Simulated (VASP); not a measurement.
Write the native input for VASP 6.6.1 that does the following.

```yaml
Task: single point
Functional: r2SCAN
Potentials_or_basis: VASP PAW PBE potentials, release 64 (Ni)
Cutoff: 520 eV
k_mesh: 20 × 20 × 10
Occupations: gaussian, width 0.05 eV
Spin: collinear spin, ferromagnetic start
Starting_moments: "[0.89, 0.89] μB"
Dipole_correction: no
Further_INCAR_settings: ALGO = Normal; EDIFF = 1e-06; NBANDS = 21
```

Ni:

```
Ni
1.0
     2.43579    0.00000    0.00000
    -1.21789    2.10945    0.00000
     0.00000    0.00000    4.06632
Ni
2
Direct
  0.33333 0.66667 0.75000
  0.66667 0.33333 0.25000
```

This isn't the form of Ni at room conditions, which is fcc.

These files were run (other wordings do the same):

POSCAR

```
Ni
1.0
    2.4357852308      0.0000000000      0.0000000000
   -1.2178926154      2.1094518880      0.0000000000
    0.0000000000      0.0000000000      4.0663202532
Ni
2
Direct
    0.3333333333      0.6666666667      0.7500000000
    0.6666666667      0.3333333333      0.2500000000
```

INCAR.step1

```
PREC     = Accurate       # precision mode
ENCUT    = 520            # plane-wave cutoff, eV
ISMEAR   = 0              # smearing method
SIGMA    = 0.05           # smearing width, eV
LREAL    = F              # projectors in reciprocal space
LASPH    = T              # aspherical terms in the spheres
NELM     = 150            # most SCF steps
ISPIN    = 2              # spin polarisation
MAGMOM   = 0.89 0.89      # initial moments
LMAXMIX  = 4              # l up to which the mixer works
NBANDS   = 21             # bands
GGA      = PE             # functional
ALGO     = Normal         # electronic algorithm
EDIFF    = 1E-4           # SCF threshold, eV
LWAVE    = T              # write WAVECAR
LCHARG   = F              # write CHGCAR
```

INCAR.step2

```
PREC     = Accurate       # precision mode
ENCUT    = 520            # plane-wave cutoff, eV
EDIFF    = 1E-6           # SCF threshold, eV
ISMEAR   = 0              # smearing method
SIGMA    = 0.05           # smearing width, eV
LREAL    = F              # projectors in reciprocal space
LASPH    = T              # aspherical terms in the spheres
NELM     = 150            # most SCF steps
ALGO     = Normal         # electronic algorithm
ISIF     = 2              # what is computed and relaxed
LWAVE    = F              # write WAVECAR
LCHARG   = T              # write CHGCAR
ISPIN    = 2              # spin polarisation
MAGMOM   = 0.89 0.89      # initial moments
LORBIT   = 11             # projections on sites
LMAXMIX  = 4              # l up to which the mixer works
METAGGA  = R2SCAN         # meta-GGA
LMIXTAU  = T            
LELF     = T              # ELF
LVHAR    = T            
NBANDS   = 21             # bands
ISTART   = 1
```

KPOINTS

```
Automatic mesh
0
Gamma
  20 20 10
```

Potentials or basis: VASP PAW PBE potentials, release 64 (Ni).

Run with:

```sh
$ cat potpaw_PBE.64/Ni/POTCAR > POTCAR
$ cp INCAR.step1 INCAR
$ mpirun -np 1 vasp_std > vasp.out
$ cp INCAR.step2 INCAR
$ mpirun -np 1 vasp_std > vasp.out
```

Results of the run:

```yaml
Pressure: 2.5 GPa
Net_moment: 1.36 μB per cell
Site_moments: Ni +0.70 μB
Valence_electrons_inside_the_program's_atomic_spheres: Ni 9.42
```

Caveat: the PAW data sets were made with another functional, which shifts forces and pressure a little.

It took 15 min on 1 thread of Oxide Virtual Turin-like Processor (shared host), peak memory 0.23 GiB.
